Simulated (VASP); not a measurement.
A run of VASP 6.6.1 is set up as follows.

INCAR

```
SYSTEM = MgCd2Te3
PREC = Accurate
ENCUT = 520
EDIFF = 1E-7
ISMEAR = 0
SIGMA = 0.02
LREAL = .FALSE.
LASPH = .TRUE.
NELM = 80
ALGO = Normal
ISIF = 2
LWAVE = .FALSE.
LCHARG = .TRUE.
GGA = PE
LELF = .TRUE.
LVHAR = .TRUE.
NBANDS = 31
```

Contents of KPOINTS:

```
regular mesh
0
G
  6 6 4
  0 0 0
```

POSCAR

```
MgCd2Te3
1.0
    4.6589095198      0.0000000000      0.0000000000
   -2.3294547599      4.0347339981      0.0000000000
    0.0000000000      0.0000000000     11.3788303584
Mg Cd Te
1 2 3
Direct
    0.3333333333      0.6666666667      0.6683871887
    0.0000000000      0.0000000000      0.9977230787
    0.6666666667      0.3333333333      0.3346437309
    0.0000000000      0.0000000000      0.7456273863
    0.3333333333      0.6666666667      0.4204132963
    0.6666666667      0.3333333333      0.0832053192
```

Potentials or basis: VASP PAW PBE potentials, release 64 (Mg, Cd, Te).

Command:

```bash
$ cat potpaw_PBE.64/Mg/POTCAR potpaw_PBE.64/Cd/POTCAR potpaw_PBE.64/Te/POTCAR > POTCAR
$ mpirun -np 1 vasp_std > vasp.out
```

(1) Estimate the band gap on the k mesh.

(2) Predict the largest force.

(3) Predict the pressure.

Results:

(1) 0.99 eV.

(2) 0.015 eV/Å.

(3) 0.1 GPa.

Caveat: spin-orbit coupling is left out, which moves the levels of the heavy elements.
